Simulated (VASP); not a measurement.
# ZnS (P6_3mc) in VASP: further runs

ZnS is run at these levels: PBEsol; tasks: single point.

Program: VASP 6.6.1. These are calculated values, not measurements. Logs are shortened: lines on timing, memory, paths and dates and some standing lists are left out, and cuts for length are marked.

### Step 1. The cell of the first run

The structure is hexagonal, space group P6_3mc (No. 186). The conventional cell has a = 3.797 Å, b = 3.797 Å, c = 12.436 Å, α = 90.00°, β = 90.00°, γ = 120.00°. Zn (site symmetry 3m) has 4 S at 2.33 Å within 3.1 Å. Zn (site symmetry 3m) has 4 S at 2.33 Å within 3.1 Å. Within 3.1 Å of S (site symmetry 3m) lie 4 Zn at 2.33 Å. Within 3.1 Å of S (site symmetry 3m) lie 4 Zn at 2.33 Å.

### Step 2. Single point, PBEsol (19.41 Å³/atom)

File INCAR:

```
SYSTEM = ZnS
PREC     = Accurate       ! precision mode
ENCUT    = 520            ! plane-wave cutoff, eV
EDIFF    = 1E-7           ! SCF threshold, eV
ISMEAR   = -1             ! smearing method
SIGMA    = 0.05           ! smearing width, eV
LREAL    = .FALSE.        ! projectors in reciprocal space
LASPH    = .TRUE.         ! aspherical terms in the spheres
NELM     = 60             ! most SCF steps
ALGO     = Normal         ! electronic algorithm
ISIF     = 2              ! what is computed and relaxed
LWAVE    = .FALSE.        ! write WAVECAR
LCHARG   = .FALSE.        ! write CHGCAR
GGA      = PS             ! functional
NBANDS   = 46             ! bands
```

File KPOINTS:

```
Automatic mesh
0
G
  8 8 3
  0 0 0
```

File POSCAR:

```
ZnS
1.0
    3.7970435223      0.0000000000      0.0000000000
   -1.8985217611      3.2883361495      0.0000000000
    0.0000000000      0.0000000000     12.4359706225
Zn S
4 4
Direct
    0.6666666667      0.3333333333      0.7500000000
    0.3333333333      0.6666666667      0.2500000000
    0.0000000000      0.0000000000      0.5000000000
    0.0000000000      0.0000000000      0.0000000000
    0.6666666667      0.3333333333      0.9375000000
    0.3333333333      0.6666666667      0.4375000000
    0.0000000000      0.0000000000      0.6875000000
    0.0000000000      0.0000000000      0.1875000000
```

Potentials or basis: VASP PAW PBE potentials, release 64 (Zn, S).

On the command line:

```bash
> cat potpaw_PBE.64/Zn/POTCAR potpaw_PBE.64/S/POTCAR > POTCAR
> mpirun -np 1 vasp_std > vasp.out
```

OUTCAR:

```text
SYSTEM = ZnS
   PREC = Accurate
   ENCUT = 520
   EDIFF = 1E-7
   ISMEAR = -1
   LREAL = .FALSE.
   LASPH = .TRUE.
   NELM = 60
   ISIF = 2
   GGA = PS

 ion  position               nearest neighbor table
   1  0.667  0.333  0.750-   7 2.33   7 2.33   7 2.33   5 2.33
   2  0.333  0.667  0.250-   8 2.33   8 2.33   8 2.33   6 2.33
   3  0.000  0.000  0.500-   6 2.33   6 2.33   6 2.33   7 2.33
   4  0.000  0.000  0.000-   5 2.33   5 2.33   5 2.33   8 2.33
   5  0.667  0.333  0.938-   4 2.33   4 2.33   4 2.33   1 2.33
   6  0.333  0.667  0.438-   3 2.33   3 2.33   3 2.33   2 2.33
   7  0.000  0.000  0.688-   1 2.33   1 2.33   1 2.33   3 2.33
   8  0.000  0.000  0.188-   2 2.33   2 2.33   2 2.33   4 2.33

  LATTYP: Found a hexagonal cell.
 ALAT       =     3.7970435223
 C/A-ratio  =     3.2751719988

  Lattice vectors:

 A1 = (   3.7970435223,   0.0000000000,   0.0000000000)
 A2 = (  -1.8985217611,   3.2883361495,   0.0000000000)
 A3 = (   0.0000000000,   0.0000000000,  12.4359706225)

Analysis of symmetry for initial positions (statically):
=====================================================================
 Subroutine PRICEL returns:
 Original cell was already a primitive cell.

 Routine SETGRP: Setting up the symmetry group for a
 hexagonal supercell.

 Subroutine GETGRP returns: Found 12 space group operations
 (whereof  6 operations were pure point group operations)
 out of a pool of 24 trial point group operations.

The static configuration has the point symmetry C_3v.
 The point group associated with its full space group is C_6v.

Analysis of symmetry for dynamics (positions and initial velocities):
=====================================================================
 Subroutine PRICEL returns:
 Original cell was already a primitive cell.

 Routine SETGRP: Setting up the symmetry group for a
 hexagonal supercell.

 Subroutine GETGRP returns: Found 12 space group operations
 (whereof  6 operations were pure point group operations)
 out of a pool of 24 trial point group operations.

The dynamic configuration has the point symmetry C_3v.
 The point group associated with its full space group is C_6v.

 Subroutine INISYM returns: Found 12 space group operations
 (whereof  6 operations are pure point group operations),
 and found     1 'primitive' translations

----------------------------------------------------------------------------------------

                                     Primitive cell

  volume of cell :     155.2750

  direct lattice vectors                    reciprocal lattice vectors
     3.797043522  0.000000000  0.000000000     0.263362796  0.152052581  0.000000000
    -1.898521761  3.288336150  0.000000000     0.000000000  0.304105163  0.000000000
     0.000000000  0.000000000 12.435970622     0.000000000  0.000000000  0.080411898

  length of vectors
     3.797043522  3.797043522 12.435970622     0.304105163  0.304105163  0.080411898

  position of ions in fractional coordinates (direct lattice)
     0.666666667  0.333333333  0.750000000
     0.333333333  0.666666667  0.250000000
     0.000000000  0.000000000  0.500000000
     0.000000000  0.000000000  0.000000000
     0.666666667  0.333333333  0.937500000
     0.333333333  0.666666667  0.437500000
     0.000000000  0.000000000  0.687500000
     0.000000000  0.000000000  0.187500000

  ion indices of the primitive-cell ions
   primitive index   ion index
                 1           1
                 2           2
                 3           3
                 4           4
                 5           5
                 6           6
                 7           7
                 8           8

----------------------------------------------------------------------------------------

 KPOINTS: Automatic mesh

Automatic generation of k-mesh.
 Grid dimensions read from file:
 generate k-points for:    8    8    3

 Generating k-lattice:

  Cartesian coordinates                     Fractional coordinates (reciprocal lattice)
     0.032920350  0.019006573  0.000000000     0.125000000  0.000000000  0.000000000
     0.000000000  0.038013145  0.000000000     0.000000000  0.125000000  0.000000000
     0.000000000  0.000000000  0.026803966     0.000000000  0.000000000  0.333333333

  Length of vectors
     0.038013145  0.038013145  0.026803966

  Shift w.r.t. Gamma in fractional coordinates (k-lattice)
     0.000000000  0.000000000  0.000000000

 Subroutine IBZKPT returns following result:
 ===========================================

 Found     20 irreducible k-points:

 Following reciprocal coordinates:
            Coordinates               Weight
  0.000000  0.000000  0.000000      1.000000
  0.125000  0.000000  0.000000      6.000000
  0.250000  0.000000  0.000000      6.000000
  0.375000  0.000000  0.000000      6.000000
  0.500000  0.000000  0.000000      3.000000
  0.125000  0.125000  0.000000      6.000000
[... 12 lines left out ...]
  0.250000  0.250000  0.333333     12.000000
  0.375000  0.250000  0.333333     12.000000
   k-points           NKPTS =     20   k-points in BZ     NKDIM =     20   number of bands    NBANDS=     46
   number of dos      NEDOS =    301   number of ions     NIONS =      8
   total plane-waves  NPLWV =  75264
   dimension x,y,z NGX =    28 NGY =   28 NGZ =   96
   dimension x,y,z NGXF=    56 NGYF=   56 NGZF=  192
   ions per type =               4   4
   NGX,Y,Z   is equivalent  to a cutoff of  12.26, 12.26, 12.83 a.u.
   NGXF,Y,Z  is equivalent  to a cutoff of  24.52, 24.52, 25.67 a.u.
 SYSTEM =  ZnS
   PREC   = accura    normal or accurate (medium, high low for compatibility)
   ISTART =      0    job   : 0-new  1-cont  2-samecut
   ICHARG =      2    charge: 1-file 2-atom 10-const
   ISPIN  =      1    spin polarized calculation?
   LNONCOLLINEAR =      F non collinear calculations
   LSORBIT =      F    spin-orbit coupling
   LASPH  =      T    aspherical Exc in radial PAW
   ENCUT  =  520.0 eV  38.22 Ry    6.18 a.u.   7.06  7.06 23.12*2*pi/ulx,y,z
   NELM   =     60;   NELMIN=  2; NELMDL= -5     # of ELM steps
   EDIFF  = 0.1E-06   stopping-criterion for ELM
   LREAL  =      F    real-space projection
   EDIFFG = 0.1E-05   stopping-criterion for IOM
   NSW    =      0    number of steps for IOM
   IBRION =     -1    ionic relax: 0-MD 1-quasi-New 2-CG
   NFREE  =      0    steps in history (QN), initial steepest desc. (CG)
   ISIF   =      2    stress and relaxation
   ISYM   =      2    0-nonsym 1-usesym 2-fastsym
   POTIM  = 0.5000    time-step for ionic-motion
   TEBEG  =    0.0;   TEEND  =   0.0 temperature during run
   PSTRESS=    0.0 pullay stress
   NELECT =      72.0000    total number of electrons
   NUPDOWN=      -1.0000    fix difference up-down
   EMIN   =  10.00;   EMAX   =-10.00  energy-range for DOS
   EFERMI =   0.00;   METHOD = LEGACY
   ISMEAR =    -1;   SIGMA  =   0.05  broadening in eV -4-tet -1-fermi 0-gaus
   EFERMI_NEDOS =   21; number of points for ismear=-14 and -15
   IALGO  =     38    algorithm
   IMIX   =      4    mixing-type and parameters
     AMIX     =   0.40;   BMIX     =  1.00
     AMIX_MAG =   1.60;   BMIX_MAG =  1.00
  volume/ion in A,a.u.               =      19.41       130.98
  Fermi-wavevector in a.u.,A,eV,Ry     =   1.267122  2.394514 21.845497  1.605599
  Thomas-Fermi vector in A             =   2.400287
   LORBIT       =      0    0 simple, 1 ext, 2 COOP (PROOUT), +10 PAW based schemes
   GGA     = PS    functional components
   LHFCALC =     F    Hartree Fock is set to
   AEXX    =    0.0000 exact exchange contribution
   IVDW    =     0    specifies the selected vdW correction
   LEPSILON=     F    determine dielectric tensor
   LRPA    =     F    only Hartree local field effects (RPA)
 non-spin polarized calculation
  energy-cutoff  :      520.00
  volume of cell :      155.27
 maximum number of plane-waves:      4204
   NGX = 15   NGY = 15   NGZ = 47

 number of electron      71.9999974 magnetization

 Free energy of the ion-electron system (eV)
  ---------------------------------------------------
  ext. energy  EPLUGINS =         0.00000000
  ---------------------------------------------------
  free energy    TOTEN  =       -30.34401924 eV

  energy without entropy =      -30.34401924  energy(sigma->0) =      -30.34401924

 E-fermi :   3.1986     XC(G=0):  -9.9225

 val. band max:        2.1754462697   @ k =   0.0000   0.0000   0.0000
 cond. band min:       4.2602018238   @ k =   0.0000   0.0000   0.0000
 fundamental gap:      2.0847555541
 Fermi energy:         3.1985929469

 k-point     1 :       0.0000    0.0000    0.0000
  band No.  band energies     occupation
      1     -11.1083      2.00000
      2     -10.6716      2.00000
      3     -10.6596      2.00000
      4     -10.1326      2.00000
      5      -4.2641      2.00000
      6      -4.2600      2.00000
[... 38 lines left out ...]
     45       8.7332      0.00000
     46       8.8984      0.00000

 k-point     2 :       0.1250    0.0000    0.0000
  band No.  band energies     occupation
      1     -10.9992      2.00000
      2     -10.5811      2.00000
      3     -10.5691      2.00000
      4     -10.0718      2.00000
      5      -4.2752      2.00000
      6      -4.2637      2.00000
[... 38 lines left out ...]
     45       8.7456      0.00000
     46       9.0200      0.00000

 k-point     3 :       0.2500    0.0000    0.0000
  band No.  band energies     occupation
      1     -10.7058      2.00000
      2     -10.3478      2.00000
      3     -10.3360      2.00000
      4      -9.9302      2.00000
      5      -4.3041      2.00000
      6      -4.2761      2.00000
[... 38 lines left out ...]
     45       9.0946      0.00000
     46       9.3794      0.00000

 k-point     4 :       0.3750    0.0000    0.0000
  band No.  band energies     occupation
      1     -10.3408      2.00000
      2     -10.0894      2.00000
      3     -10.0792      2.00000
      4      -9.8167      2.00000
      5      -4.3167      2.00000
      6      -4.2476      2.00000
[... 724 lines left out ...]
     45       9.0634      0.00000
     46       9.6064      0.00000

 k-point    19 :       0.2500    0.2500    0.3333
  band No.  band energies     occupation
      1     -10.1363      2.00000
      2     -10.0676      2.00000
      3      -9.8833      2.00000
      4      -9.8179      2.00000
      5      -4.2027      2.00000
      6      -4.1894      2.00000
[... 38 lines left out ...]
     45       9.2770      0.00000
     46       9.6218      0.00000

 k-point    20 :       0.3750    0.2500    0.3333
  band No.  band energies     occupation
      1      -9.9626      2.00000
      2      -9.9327      2.00000
      3      -9.8594      2.00000
      4      -9.8355      2.00000
      5      -4.2024      2.00000
      6      -4.1935      2.00000
[... 38 lines left out ...]
     45       9.4227      0.00000
     46       9.7035      0.00000

------------------------ aborting loop because EDIFF is reached ----------------------------------------

  FORCE on cell =-STRESS in cart. coord.  units (eV):
  Direction    XX          YY          ZZ          XY          YZ          ZX
  --------------------------------------------------------------------------------------
  -------------------------------------------------------------------------------------
  Total       -0.5159777     -0.5159777     -0.6569776     -0.0000000      0.0000000      0.0000000
  in kB       -5.3240244     -5.3240244     -6.7789075     -0.0000000      0.0000000      0.0000000
  external PRESSURE =      -5.8089854 kB  Pullay stress =       0.0000000 kB

 VOLUME and BASIS-vectors are now :
 -----------------------------------------------------------------------------
  energy-cutoff  :      520.00
  volume of cell :      155.27
      direct lattice vectors                 reciprocal lattice vectors
     3.797043522  0.000000000  0.000000000     0.263362796  0.152052581  0.000000000
    -1.898521761  3.288336150  0.000000000     0.000000000  0.304105163  0.000000000
     0.000000000  0.000000000 12.435970622     0.000000000  0.000000000  0.080411898

 POSITION                                       TOTAL-FORCE (eV/Angst)
 -----------------------------------------------------------------------------------
      1.89852      1.09611      9.32698         0.000000     -0.000000      0.007261
     -0.00000      2.19222      3.10899         0.000000     -0.000000      0.007261
      0.00000      0.00000      6.21799        -0.000000      0.000000      0.025072
      0.00000      0.00000      0.00000        -0.000000      0.000000      0.025072
      1.89852      1.09611     11.65872        -0.000000      0.000000      0.012964
     -0.00000      2.19222      5.44074        -0.000000      0.000000      0.012964
      0.00000      0.00000      8.54973        -0.000000      0.000000     -0.045297
      0.00000      0.00000      2.33174        -0.000000      0.000000     -0.045297
 -----------------------------------------------------------------------------------
    total drift:                               -0.000002     -0.000003     -0.000670

  FREE ENERGIE OF THE ION-ELECTRON SYSTEM (eV)
  ---------------------------------------------------
  free  energy   TOTEN  =       -30.3440192432 eV

  energy  without entropy=      -30.3440192431  energy(sigma->0) =      -30.34401924
```

Wall time 87 s (1 thread of AMD EPYC 9R45 (Zen 5), shared host); peak memory 0.28 GiB.

Results:

| Quantity | Value |
| --- | --- |
| Free energy | -30.3440 eV |
| Pressure | -0.6 GPa |
| Largest force | 0.045 eV/Å |
| Band gap on the k mesh | 2.08 eV |

Forces on the atoms (eV/Å):
```
Zn   0.000  0.000  0.007
Zn   0.000  0.000  0.007
Zn   0.000  0.000  0.025
Zn   0.000  0.000  0.025
S    0.000  0.000  0.013
S    0.000  0.000  0.013
S    0.000  0.000 -0.045
S    0.000  0.000 -0.045
```

Levels at points of the mesh, in eV from the valence-band top:
```
           k point  band 33  band 34  band 35  band 36  band 37  band 38  band 39  band 40
(0.00, 0.00, 0.00)    -0.48    -0.04     0.00     0.00     2.08     3.11     3.33     3.57
(0.50, 0.00, 0.00)    -1.66    -1.64    -1.16    -0.91     3.19     3.21     3.64     4.23
```

Caveat: the PAW data sets were made with another functional, which shifts forces and pressure a little.

### Step 3. Single point, PBEsol

This run uses another cell than the first one, of 19.81 Å³/atom.

File INCAR:

```
SYSTEM = ZnS
PREC     = Accurate       ! precision mode
ENCUT    = 520            ! plane-wave cutoff, eV
EDIFF    = 1E-6           ! SCF threshold, eV
ISMEAR   = -1             ! smearing method
SIGMA    = 0.05           ! smearing width, eV
LREAL    = .FALSE.        ! projectors in reciprocal space
LASPH    = .TRUE.         ! aspherical terms in the spheres
NELM     = 80             ! most SCF steps
ALGO     = Normal         ! electronic algorithm
ISIF     = 2              ! what is computed and relaxed
LWAVE    = .FALSE.        ! write WAVECAR
LCHARG   = .TRUE.         ! write CHGCAR
GGA      = PS             ! functional
LELF     = .TRUE.         ! ELF
LVHAR    = .TRUE.       
NBANDS   = 46             ! bands
```

KPOINTS is that of step 2.

POSCAR, as its differences from that of step 2:

```diff
@@ -2,5 +2,5 @@
 1.0
-    3.7970435223      0.0000000000      0.0000000000
-   -1.8985217611      3.2883361495      0.0000000000
-    0.0000000000      0.0000000000     12.4359706225
+    3.8227000000      0.0000000000      0.0000000000
+   -1.9113500000      3.3105553110      0.0000000000
+    0.0000000000      0.0000000000     12.5200000000
 Zn S
```

Potentials or basis: VASP PAW PBE potentials, release 64 (Zn, S).

On the command line:

```bash
> cat potpaw_PBE.64/Zn/POTCAR potpaw_PBE.64/S/POTCAR > POTCAR
> mpirun -np 1 vasp_std > vasp.out
```

It took 84 s on 1 thread of AMD EPYC 9R45 (Zen 5), shared host; peak memory 0.28 GiB.

Results (log left out):

| Item | Value |
| --- | --- |
| Free energy | -30.3186 eV |
| Pressure | -2.1 GPa |
| Largest force | 0.040 eV/Å |
| Band gap on the k mesh | 2.00 eV |

Forces on the atoms (eV/Å):
```
Zn   0.000  0.000  0.005
Zn   0.000  0.000  0.005
Zn   0.000  0.000  0.020
Zn   0.000  0.000  0.020
S    0.000  0.000  0.015
S    0.000  0.000  0.015
S    0.000  0.000 -0.040
S    0.000  0.000 -0.040
```

Stress tensor (GPa, compression positive):
```
-2.02  0.00  0.00
 0.00 -2.02  0.00
 0.00  0.00 -2.16
```

Levels at points of the mesh, in eV from the valence-band top:
```tsv
k point	band 33	band 34	band 35	band 36	band 37	band 38	band 39	band 40
(0.00, 0.00, 0.00)	-0.46	-0.04	0.00	0.00	2.00	3.08	3.27	3.51
(0.50, 0.00, 0.00)	-1.61	-1.59	-1.12	-0.88	3.18	3.22	3.65	4.23
```

Caveat: the PAW data sets were made with another functional, which shifts forces and pressure a little.

### Step 4. Single point, PBEsol (20.20 Å³/atom)

This run uses another cell than the first one, of 20.20 Å³/atom.

File INCAR:

```
SYSTEM = ZnS
  PREC = Accurate
  ENCUT = 520
  EDIFF = 1E-6
  ISMEAR = -1
  SIGMA = 0.05
  LREAL = .False.
  LASPH = .True.
  NELM = 80
  ALGO = Normal
  ISIF = 2
  LWAVE = .False.
  LCHARG = .False.
  GGA = PS
  NBANDS = 46
```

File KPOINTS:

```
regular mesh
0
Gamma
  8 8 3
  0 0 0
```

POSCAR, as its differences from that of step 3:

```diff
@@ -2,5 +2,5 @@
 1.0
-    3.8227000000      0.0000000000      0.0000000000
-   -1.9113500000      3.3105553110      0.0000000000
-    0.0000000000      0.0000000000     12.5200000000
+    3.8480166318      0.0000000000      0.0000000000
+   -1.9240083159      3.3324801573      0.0000000000
+    0.0000000000      0.0000000000     12.6029163237
 Zn S
```

On the command line:

```bash
> cat potpaw_PBE.64/Zn/POTCAR potpaw_PBE.64/S/POTCAR > POTCAR
> mpirun -np 1 vasp_std > vasp.out
```

It took 90 s on 1 thread of AMD EPYC 9R45 (Zen 5), shared host; peak memory 0.3 GiB.

It converged, with:

* Free energy: -30.2658 eV
* Pressure: -3.4 GPa
* Largest force: 0.036 eV/Å
* Band gap on the k mesh: 1.91 eV

Forces on the atoms (eV/Å):
```
Zn   0.000  0.000  0.004
Zn   0.000  0.000  0.004
Zn   0.000  0.000  0.015
Zn   0.000  0.000  0.015
S    0.000  0.000  0.017
S    0.000  0.000  0.017
S    0.000  0.000 -0.036
S    0.000  0.000 -0.036
```

Stress tensor (GPa, compression positive):
```
-3.35  0.00  0.00
 0.00 -3.35  0.00
 0.00  0.00 -3.48
```

Levels at points of the mesh, in eV from the valence-band top:
```csv
k point,band 33,band 34,band 35,band 36,band 37,band 38,band 39,band 40
"(0.00, 0.00, 0.00)",-0.44,-0.04,0.00,0.00,1.91,3.04,3.22,3.45
"(0.50, 0.00, 0.00)",-1.56,-1.54,-1.08,-0.85,3.17,3.24,3.65,4.23
```

Caveat: the cell stands under tension; the PAW data sets were made with another functional, which shifts forces and pressure a little.

### Step 5. Summary

| cell | gap on the mesh (eV) | pressure (GPa) | largest force (eV/Å) |
| --- | --- | --- | --- |
| a = 3.797, b = 3.797, c = 12.436 Å, angles 90.0, 90.0, 120.0°, 8 atoms | 2.08 | -0.6 | 0.05 |
| a = 3.823, b = 3.823, c = 12.520 Å, angles 90.0, 90.0, 120.0°, 8 atoms | 2.00 | -2.1 | 0.04 |
| a = 3.848, b = 3.848, c = 12.603 Å, angles 90.0, 90.0, 120.0°, 8 atoms | 1.91 | -3.4 | 0.04 |

Alike in all rows: task single point; level PBEsol; potentials or basis VASP PAW PBE potentials, release 64 (Zn, S); no spin polarisation; k mesh 8 × 8 × 3; cutoff (eV) 520; smearing fermi-dirac 0.05 eV.

Caveats: the PAW data sets were made with another functional, which shifts forces and pressure a little; the cell stands under tension (at least some runs).

Total energies depend on the potentials used, so only differences within one code and one set of settings carry meaning.
